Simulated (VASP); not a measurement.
A run of VASP 6.6.1:

File INCAR:

```
PREC = Accurate
ENCUT = 520
EDIFF = 1E-7
ISMEAR = -1
SIGMA = 0.1
LREAL = False
LASPH = True
NELM = 60
ALGO = Normal
ISIF = 2
LWAVE = False
LCHARG = True
GGA = PE
LELF = True
LVHAR = True
NBANDS = 24
```

The input KPOINTS:

```
regular mesh
0
Gamma
  7 7 7
```

The input POSCAR:

```
TaCuP2
1.0
    3.2160663389      0.0000000000      0.0000000000
   -1.6080331694      2.7851951497     -0.0000009044
    0.0000000000     -1.8567942237      7.8308172861
Ta Cu P
1 1 2
Direct
    0.5000000000      0.0000000000      0.5000000000
    0.0000000000      0.0000000000      0.0000000000
    0.0941754733      0.1883509466      0.2825264199
    0.9058245267      0.8116490534      0.7174735801
```

Potentials or basis: VASP PAW PBE potentials, release 64 (Ta_pv, Cu, P).

Launch:

```sh
$ cat potpaw_PBE.64/Ta_pv/POTCAR potpaw_PBE.64/Cu/POTCAR potpaw_PBE.64/P/POTCAR > POTCAR
$ mpirun -np 1 vasp_std > vasp.out
```

Hardware: 1 thread of AMD EPYC 7R43 64-Core Processor (Zen 3), on a shared host.

Q: How long does it take, and how much memory?

A: Run time: 93 s on 1 thread of AMD EPYC 7R43 64-Core Processor (Zen 3) (shared host), peak memory 0.19 GiB. Counts: scf iterations 24, k points 44.
